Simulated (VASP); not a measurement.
Input of a VASP 6.6.1 run:

File POSCAR:

```
LiF
1.0
    3.2800799273      0.0000000000      0.0000000000
   -1.6400399637      2.8406325435      0.0000000000
    0.0000000000      0.0000000000      3.9995957589
Li F
2 2
Direct
    0.3333333333      0.6666666667      0.2500000000
    0.6666666667      0.3333333333      0.7500000000
    0.6666666667      0.3333333333      0.2500000000
    0.3333333333      0.6666666667      0.7500000000
```

File INCAR.step1:

```
SYSTEM = LiF
PREC = Accurate ; ENCUT = 520
ISMEAR = 0 ; SIGMA = 0.01
LREAL = .FALSE. ; LASPH = .TRUE.
NELM = 60 ; NBANDS = 18
GGA = PE ; ALGO = Normal
EDIFF = 1E-4 ; LWAVE = .TRUE.
LCHARG = .FALSE.
```

The input INCAR.step2:

```
SYSTEM = LiF
PREC = Accurate ; ENCUT = 520
EDIFF = 1E-7 ; ISMEAR = 0
SIGMA = 0.01 ; LREAL = .FALSE.
LASPH = .TRUE. ; NELM = 60
ALGO = Normal ; ISIF = 2
LWAVE = .FALSE. ; LCHARG = .FALSE.
METAGGA = R2SCAN ; LMIXTAU = .TRUE.
NBANDS = 18 ; ISTART = 1
```

KPOINTS

```
regular mesh
0
G
  12 12 6
  0 0 0
```

Potentials or basis: VASP PAW PBE potentials, release 64 (Li_sv, F).

Launch:

```console
$ cat potpaw_PBE.64/Li_sv/POTCAR potpaw_PBE.64/F/POTCAR > POTCAR
$ cp INCAR.step1 INCAR
$ mpirun -np 1 vasp_std > vasp.out
$ cp INCAR.step2 INCAR
$ mpirun -np 1 vasp_std > vasp.out
```

Problem. Estimate the band gap on the k mesh.

Solution. 8.64 eV.

 A k mesh can miss the band edges.
